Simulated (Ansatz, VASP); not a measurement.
## GaAs in VASP and in Ansatz

```
CELL_PARAMETERS angstrom
0.00000 2.80788 2.80788
2.80788 0.00000 2.80788
2.80788 2.80788 0.00000
ATOMIC_POSITIONS crystal
Ga 0.00000 0.00000 0.00000
As 0.75000 0.75000 0.75000
```

Change from the starting cell: volume scaled by 0.98, crystal datasets.

Alike in both runs: task electric field gradients; functional PBE; k mesh 11 × 11 × 11; occupations fermi-dirac, width 0.05 eV; no spin polarisation.

```csv
,VASP,Ansatz
version,VASP 6.6.1,Ansatz 0.2.0
potentials or method,"VASP PAW PBE potentials, release 64 (Ga_d, As), cutoff 520 eV","all-electron PAW with datasets made for the crystal, scalar-relativistic"
```

|  | VASP | Ansatz | Ansatz less VASP |
| --- | --- | --- | --- |
| pressure (GPa) | 5.1 | 4.9 | -0.21 |

Ansatz ran all-electron here, and VASP with PAW potentials.
